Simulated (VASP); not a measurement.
# Ti (Fd-3m) in VASP: notebook

Runs on Ti. Level: PBE. Tasks: single point.

Everything below comes from runs of VASP 6.6.1. Logs are shortened: lines on timing, memory, paths and dates and some standing lists are left out, and cuts for length are marked.

## Step 1: The cell of the first run

It takes space group Fd-3m (No. 227, cubic). The conventional cell has a = 4.927 Å, b = 4.927 Å, c = 4.927 Å, α = 90.00°, β = 90.00°, γ = 90.00°. Within 2.8 Å of Ti (site symmetry -43m) lie 4 Ti at 2.13 Å.

This isn't the form of Ti at room conditions, which is hcp.

## Step 2: Single point, PBE (14.96 Å³/atom)

INCAR

```
SYSTEM = Ti
  PREC = Accurate
  ENCUT = 520
  EDIFF = 1E-7
  ISMEAR = -1
  SIGMA = 0.08
  LREAL = .False.
  LASPH = .True.
  NELM = 60
  ALGO = Normal
  ISIF = 2
  LWAVE = .False.
  LCHARG = .False.
  GGA = PE
  NBANDS = 19
```

KPOINTS

```
regular mesh
0
Gamma
  12 12 12
  0 0 0
```

POSCAR

```
Ti
1.0
    0.0000000000      2.4637437877      2.4637437877
    2.4637437877      0.0000000000      2.4637437877
    2.4637437877      2.4637437877      0.0000000000
Ti
2
Direct
   -0.1250000000     -0.1250000000     -0.1250000000
    0.1250000000      0.1250000000      0.1250000000
```

Potentials or basis: VASP PAW PBE potentials, release 64 (Ti_sv).

Started as:

```
$ cat potpaw_PBE.64/Ti_sv/POTCAR > POTCAR
$ mpirun -np 1 vasp_std > vasp.out
```

OUTCAR:

```text
SYSTEM = Ti
   PREC = Accurate
   ENCUT = 520
   EDIFF = 1E-7
   ISMEAR = -1
   LREAL = .False.
   LASPH = .True.
   NELM = 60
   ISIF = 2
   GGA = PE

 ion  position               nearest neighbor table
   1  0.875  0.875  0.875-   2 2.13   2 2.13   2 2.13   2 2.13
   2  0.125  0.125  0.125-   1 2.13   1 2.13   1 2.13   1 2.13

  LATTYP: Found a face centered cubic cell.
 ALAT       =     4.9274875754

  Lattice vectors:

 A1 = (   0.0000000000,   2.4637437877,   2.4637437877)
 A2 = (   2.4637437877,   0.0000000000,   2.4637437877)
 A3 = (   2.4637437877,   2.4637437877,   0.0000000000)

Analysis of symmetry for initial positions (statically):
=====================================================================
 Subroutine PRICEL returns:
 Original cell was already a primitive cell.

 Routine SETGRP: Setting up the symmetry group for a
 face centered cubic supercell.

 Subroutine GETGRP returns: Found 48 space group operations
 (whereof 12 operations were pure point group operations)
 out of a pool of 48 trial point group operations.

The static configuration has the point symmetry D_3d.
 The point group associated with its full space group is O_h .

Analysis of symmetry for dynamics (positions and initial velocities):
=====================================================================
 Subroutine PRICEL returns:
 Original cell was already a primitive cell.

 Routine SETGRP: Setting up the symmetry group for a
 face centered cubic supercell.

 Subroutine GETGRP returns: Found 48 space group operations
 (whereof 12 operations were pure point group operations)
 out of a pool of 48 trial point group operations.

The dynamic configuration has the point symmetry D_3d.
 The point group associated with its full space group is O_h .

 Subroutine INISYM returns: Found 48 space group operations
 (whereof 12 operations are pure point group operations),
 and found     1 'primitive' translations

----------------------------------------------------------------------------------------

                                     Primitive cell

  volume of cell :      29.9100

  direct lattice vectors                    reciprocal lattice vectors
     0.000000000  2.463743788  2.463743788    -0.202943180  0.202943180  0.202943180
     2.463743788  0.000000000  2.463743788     0.202943180 -0.202943180  0.202943180
     2.463743788  2.463743788  0.000000000     0.202943180  0.202943180 -0.202943180

  length of vectors
     3.484259879  3.484259879  3.484259879     0.351507900  0.351507900  0.351507900

  position of ions in fractional coordinates (direct lattice)
     0.875000000  0.875000000  0.875000000
     0.125000000  0.125000000  0.125000000

  ion indices of the primitive-cell ions
   primitive index   ion index
                 1           1
                 2           2

----------------------------------------------------------------------------------------

 KPOINTS: regular mesh

Automatic generation of k-mesh.
 Grid dimensions read from file:
 generate k-points for:   12   12   12

 Generating k-lattice:

  Cartesian coordinates                     Fractional coordinates (reciprocal lattice)
    -0.016911932  0.016911932  0.016911932     0.083333333  0.000000000  0.000000000
     0.016911932 -0.016911932  0.016911932     0.000000000  0.083333333  0.000000000
     0.016911932  0.016911932 -0.016911932     0.000000000  0.000000000  0.083333333

  Length of vectors
     0.029292325  0.029292325  0.029292325

  Shift w.r.t. Gamma in fractional coordinates (k-lattice)
     0.000000000  0.000000000  0.000000000

 Subroutine IBZKPT returns following result:
 ===========================================

 Found     72 irreducible k-points:

 Following reciprocal coordinates:
            Coordinates               Weight
  0.000000  0.000000  0.000000      1.000000
  0.083333  0.000000  0.000000      8.000000
  0.166667  0.000000  0.000000      8.000000
  0.250000  0.000000  0.000000      8.000000
  0.333333  0.000000  0.000000      8.000000
  0.416667  0.000000  0.000000      8.000000
[... 16 lines left out ...]
  0.500000  0.166667  0.000000     24.000000
 -0.416667  0.166667  0.000000     24.000000
 [... further k-points ...]
   k-points           NKPTS =     72   k-points in BZ     NKDIM =     72   number of bands    NBANDS=     19
   number of dos      NEDOS =    301   number of ions     NIONS =      2
   total plane-waves  NPLWV =  21952
   dimension x,y,z NGX =    28 NGY =   28 NGZ =   28
   dimension x,y,z NGXF=    56 NGYF=   56 NGZF=   56
   ions per type =               2
   NGX,Y,Z   is equivalent  to a cutoff of  13.36, 13.36, 13.36 a.u.
   NGXF,Y,Z  is equivalent  to a cutoff of  26.72, 26.72, 26.72 a.u.
 SYSTEM =  Ti
   PREC   = accura    normal or accurate (medium, high low for compatibility)
   ISTART =      0    job   : 0-new  1-cont  2-samecut
   ICHARG =      2    charge: 1-file 2-atom 10-const
   ISPIN  =      1    spin polarized calculation?
   LNONCOLLINEAR =      F non collinear calculations
   LSORBIT =      F    spin-orbit coupling
   LASPH  =      T    aspherical Exc in radial PAW
   ENCUT  =  520.0 eV  38.22 Ry    6.18 a.u.   6.48  6.48  6.48*2*pi/ulx,y,z
   NELM   =     60;   NELMIN=  2; NELMDL= -5     # of ELM steps
   EDIFF  = 0.1E-06   stopping-criterion for ELM
   LREAL  =      F    real-space projection
   EDIFFG = 0.1E-05   stopping-criterion for IOM
   NSW    =      0    number of steps for IOM
   IBRION =     -1    ionic relax: 0-MD 1-quasi-New 2-CG
   NFREE  =      0    steps in history (QN), initial steepest desc. (CG)
   ISIF   =      2    stress and relaxation
   ISYM   =      2    0-nonsym 1-usesym 2-fastsym
   POTIM  = 0.5000    time-step for ionic-motion
   TEBEG  =    0.0;   TEEND  =   0.0 temperature during run
   PSTRESS=    0.0 pullay stress
   NELECT =      24.0000    total number of electrons
   NUPDOWN=      -1.0000    fix difference up-down
   EMIN   =  10.00;   EMAX   =-10.00  energy-range for DOS
   EFERMI =   0.00;   METHOD = LEGACY
   ISMEAR =    -1;   SIGMA  =   0.08  broadening in eV -4-tet -1-fermi 0-gaus
   EFERMI_NEDOS =   21; number of points for ismear=-14 and -15
   IALGO  =     38    algorithm
   IMIX   =      4    mixing-type and parameters
     AMIX     =   0.40;   BMIX     =  1.00
     AMIX_MAG =   1.60;   BMIX_MAG =  1.00
  volume/ion in A,a.u.               =      14.96       100.92
  Fermi-wavevector in a.u.,A,eV,Ry     =   1.521270  2.874784 31.487462  2.314263
  Thomas-Fermi vector in A             =   2.630008
   LORBIT       =      0    0 simple, 1 ext, 2 COOP (PROOUT), +10 PAW based schemes
   GGA     = PE    functional components
   LHFCALC =     F    Hartree Fock is set to
   AEXX    =    0.0000 exact exchange contribution
   IVDW    =     0    specifies the selected vdW correction
   LEPSILON=     F    determine dielectric tensor
   LRPA    =     F    only Hartree local field effects (RPA)
 non-spin polarized calculation
  energy-cutoff  :      520.00
  volume of cell :       29.91
 maximum number of plane-waves:       821
 NGX is ok and might be reduce to    28
   NGX = 13   NGY = 13   NGZ = 13

 number of electron      24.0000001 magnetization

 Free energy of the ion-electron system (eV)
  ---------------------------------------------------
  ext. energy  EPLUGINS =         0.00000000
  ---------------------------------------------------
  free energy    TOTEN  =       -10.00101627 eV

  energy without entropy =       -9.92176813  energy(sigma->0) =       -9.96139220

 E-fermi :   9.8849     XC(G=0): -11.8851

 val. band max:        9.8641867732   @ k =   0.4167   0.2500   0.0000
 cond. band min:       9.8872715281   @ k =  -0.3333   0.0833   0.0000
 fundamental gap:      0.0230847549
 Fermi energy:         9.8849110080

 k-point     1 :       0.0000    0.0000    0.0000
  band No.  band energies     occupation
      1     -47.1718      2.00000
      2     -45.3146      2.00000
      3     -23.6869      2.00000
      4     -23.6869      2.00000
      5     -23.6869      2.00000
      6     -21.7801      2.00000
[... 11 lines left out ...]
     18      15.7600      0.00000
     19      15.7600      0.00000

 k-point     2 :       0.0833    0.0000    0.0000
  band No.  band energies     occupation
      1     -47.1498      2.00000
      2     -45.3404      2.00000
      3     -23.7081      2.00000
      4     -23.7081      2.00000
      5     -23.6922      2.00000
      6     -21.7732      2.00000
[... 11 lines left out ...]
     18      15.7488      0.00000
     19      15.7488      0.00000

 k-point     3 :       0.1667    0.0000    0.0000
  band No.  band energies     occupation
      1     -47.0865      2.00000
      2     -45.4142      2.00000
      3     -23.7634      2.00000
      4     -23.7634      2.00000
      5     -23.7083      2.00000
      6     -21.7522      2.00000
[... 11 lines left out ...]
     18      15.7067      0.00000
     19      15.7067      0.00000

 k-point     4 :       0.2500    0.0000    0.0000
  band No.  band energies     occupation
      1     -46.9901      2.00000
      2     -45.5249      2.00000
      3     -23.8339      2.00000
      4     -23.8339      2.00000
      5     -23.7341      2.00000
      6     -21.7182      2.00000
[... 11 lines left out ...]
     18      15.6113      0.00000
     19      15.6113      0.00000

 k-point     5 :       0.3333    0.0000    0.0000
  band No.  band energies     occupation
      1     -46.8766      2.00000
      2     -45.6526      2.00000
      3     -23.8996      2.00000
      4     -23.8996      2.00000
      5     -23.7641      2.00000
      6     -21.6785      2.00000
[... 11 lines left out ...]
     18      15.4398      0.00000
     19      15.4398      0.00000
[... 334 lines left out ...]
      2     -45.6522      2.00000
      3     -24.0276      2.00000
      4     -23.9897      2.00000
      5     -23.4552      2.00000
      6     -21.9915      2.00000
[... 11 lines left out ...]
     18      14.6337      0.00000
     19      15.9257      0.00000

 k-point    22 :       0.4167    0.1667    0.0000
  band No.  band energies     occupation
      1     -46.7626      2.00000
      2     -45.7781      2.00000
      3     -24.1173      2.00000
      4     -24.0297      2.00000
      5     -23.4318      2.00000
      6     -21.9923      2.00000
[... 11 lines left out ...]
     18      14.5970      0.00000
     19      15.6975      0.00000

 k-point    23 :       0.5000    0.1667    0.0000
  band No.  band energies     occupation
      1     -46.6737      2.00000
      2     -45.8743      2.00000
      3     -24.1822      2.00000
      4     -24.0384      2.00000
      5     -23.4276      2.00000
      6     -21.9773      2.00000
[... 11 lines left out ...]
     18      15.0070      0.00000
     19      15.2766      0.00000

 k-point    24 :      -0.4167    0.1667    0.0000
  band No.  band energies     occupation
      1     -46.6607      2.00000
      2     -45.8881      2.00000
      3     -24.2062      2.00000
      4     -24.0144      2.00000
      5     -23.4435      2.00000
      6     -21.9529      2.00000
[... 11 lines left out ...]
     18      14.6875      0.00000
     19      15.5011      0.00000

 [... further k-points ...]

------------------------ aborting loop because EDIFF is reached ----------------------------------------

  FORCE on cell =-STRESS in cart. coord.  units (eV):
  Direction    XX          YY          ZZ          XY          YZ          ZX
  --------------------------------------------------------------------------------------
  -------------------------------------------------------------------------------------
  Total        5.4084549      5.4084549      5.4084549      0.0000000      0.0000000     -0.0000000
  in kB      289.7124603    289.7124603    289.7124603      0.0000000      0.0000000     -0.0000000
  external PRESSURE =     289.7124603 kB  Pullay stress =       0.0000000 kB

 VOLUME and BASIS-vectors are now :
 -----------------------------------------------------------------------------
  energy-cutoff  :      520.00
  volume of cell :       29.91
      direct lattice vectors                 reciprocal lattice vectors
     0.000000000  2.463743788  2.463743788    -0.202943180  0.202943180  0.202943180
     2.463743788  0.000000000  2.463743788     0.202943180 -0.202943180  0.202943180
     2.463743788  2.463743788  0.000000000     0.202943180  0.202943180 -0.202943180

 POSITION                                       TOTAL-FORCE (eV/Angst)
 -----------------------------------------------------------------------------------
      4.31155      4.31155      4.31155         0.000000      0.000000      0.000000
      0.61594      0.61594      0.61594        -0.000000     -0.000000     -0.000000
 -----------------------------------------------------------------------------------
    total drift:                                0.000000     -0.000000     -0.000000

  FREE ENERGIE OF THE ION-ELECTRON SYSTEM (eV)
  ---------------------------------------------------
  free  energy   TOTEN  =       -10.0010162745 eV

  energy  without entropy=       -9.9217681348  energy(sigma->0) =       -9.96139220
```

Wall time 94 s (1 thread of AMD EPYC 7R13, shared host); peak memory 0.14 GiB.

Results:

```yaml
Free_energy: -10.0010 eV
Pressure: 29.0 GPa
Band_gap_on_the_k_mesh: zero (bands 12 and 13 overlap by 1.17 eV)
```

Caveat: the cell stands under pressure.

## Step 3: Single point, PBE (14.96 Å³/atom)

INCAR

```
ALGO = Normal
EDIFF = 1E-6
ENCUT = 520
GGA = PE
ISIF = 2
ISMEAR = -1
LASPH = T
LCHARG = F
LREAL = F
LWAVE = F
NBANDS = 19
NELM = 100
PREC = Accurate
SIGMA = 0.08
```

KPOINTS

```
k-points
0
Gamma
  12 12 12
```

POSCAR is that of step 2.

Potentials or basis: VASP PAW PBE potentials, release 64 (Ti_sv).

Started as:

```
$ cat potpaw_PBE.64/Ti_sv/POTCAR > POTCAR
$ mpirun -np 1 vasp_std > vasp.out
```

Run time: 80 s. Hardware: 1 thread of AMD EPYC 7R13, shared host; peak memory 0.14 GiB.

Results (log left out):

```
Free energy            : -10.0010 eV
Pressure               : 29.0 GPa
Band gap on the k mesh : zero (bands 12 and 13 overlap by 1.17 eV)
```

Levels at points of the mesh, in eV from the Fermi level:
```tsv
k point	band 8	band 9	band 10	band 11	band 12	band 13	band 14	band 15	band 16	band 17
(0.00, 0.00, 0.00)	-31.67	-5.72	-1.68	-1.68	-0.26	-0.26	-0.26	2.51	2.51	2.51
(0.50, 0.00, 0.00)	-31.36	-2.60	-1.59	-1.59	-1.47	-0.53	-0.53	1.52	3.81	3.81
(0.50, 0.50, 0.00)	-31.04	-3.45	-3.45	-0.43	-0.43	1.75	1.75	1.84	1.84	5.46
```

Caveat: the cell stands under pressure.

The gap in the log of VASP goes by the Fermi energy; the results here count the filled bands.